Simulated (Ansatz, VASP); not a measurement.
## TaN in VASP and in Ansatz

The input INCAR:

```
SYSTEM = TaN
PREC     = Accurate       ! precision mode
ENCUT    = 520            ! plane-wave cutoff, eV
EDIFF    = 1E-6           ! SCF threshold, eV
ISMEAR   = -1             ! smearing method
SIGMA    = 0.05           ! smearing width, eV
LREAL    = .False.        ! projectors in reciprocal space
LASPH    = .True.         ! aspherical terms in the spheres
NELM     = 150            ! most SCF steps
ALGO     = Normal         ! electronic algorithm
ISIF     = 2              ! what is computed and relaxed
LWAVE    = .False.        ! write WAVECAR
LCHARG   = .False.        ! write CHGCAR
MAGMOM   = 0 0 0 0 0 0    ! initial moments
LORBIT   = 11             ! projections on sites
LSORBIT  = .True.         ! spin-orbit coupling
GGA_COMPAT= .False.      
LORBMOM  = .True.       
LMAXMIX  = 4              ! l up to which the mixer works
NBANDS   = 28             ! bands
```

Contents of KPOINTS:

```
Automatic mesh
0
Gamma
  7 7 7
  0 0 0
```

File POSCAR:

```
TaN
1.0
    2.9380011100      0.0000000000      0.0000000000
   -1.4690005500      2.5443836000      0.0000000000
    0.0000000000      0.0000000000      2.8830022100
Ta N
1 1
Direct
    0.3333333333      0.6666666667      0.5000000000
    0.0000000000      0.0000000000      0.0000000000
```

Contents of input.yaml:

```yaml
crystal:
  lattice:
    - [2.93800111, 0.0, 0.0]
    - [-1.46900055, 2.5443836, 0.0]
    - [0.0, 0.0, 2.88300221]
  atoms:
    - { symbol: Ta, position: [0.3333333333, 0.6666666667, 0.5] }
    - { symbol: "N", position: [0.0, 0.0, 0.0] }
hamiltonian:
  xc: lda
  pseudopotentials: { kind: paw_fr }
magnetization:
  noncollinear: true
  spin_orbit: true
kpoints:
  mp_grid: { grid: [7, 7, 7] }
  band_path:
    path:
      - [[0.0, 0.0, 0.0], [0.5, 0.0, 0.0], [0.3333333333, 0.3333333333, 0.0], [0.0, 0.0, 0.0], [0.0, 0.0, 0.5], [0.5, 0.0, 0.5], [0.3333333333, 0.3333333333, 0.5], [0.0, 0.0, 0.5]]
      - [[0.5, 0.0, 0.5], [0.5, 0.0, 0.0]]
      - [[0.3333333333, 0.3333333333, 0.0], [0.3333333333, 0.3333333333, 0.5]]
    npoints: 14
scf:
  occupations: { method: fermi_dirac, width: 0.05 }
  n_extra_bands: 6
output:
  forces: true
  stress: true
  eigenvalues: true
  fatbands: false
```

Alike in both runs: functional LDA; k mesh 7 × 7 × 7; occupations fermi-dirac, width 0.05 eV; non-collinear spin, spin-orbit coupling.

```csv
,VASP,Ansatz
version,VASP 6.6.1,Ansatz 0.2.0
potentials or method,"VASP PAW LDA potentials, release 64 (Ta_pv, N)",Ansatz PAW
plane-wave cutoff (eV),520,420
valence electrons in the cell,16,18
task,single point,band structure
```

Ansatz gave:

- pressure (GPa): -11.9
- traceless stress, the component that is largest in VASP (GPa): -1.42
- net moment per atom (μB): 0.00

Question: Which values does VASP return?

Answer: Pressure (GPa): -9.3; traceless stress, the component that is largest in VASP (GPa): -1.31; net moment per atom (μB): 0.00.

LDA's correlation is that of Perdew and Zunger in VASP and of Perdew and Wang (1992) in Ansatz. VASP's potentials hold 16 valence electrons a cell and Ansatz's 18, so a difference there can come from the potentials and not from the codes.
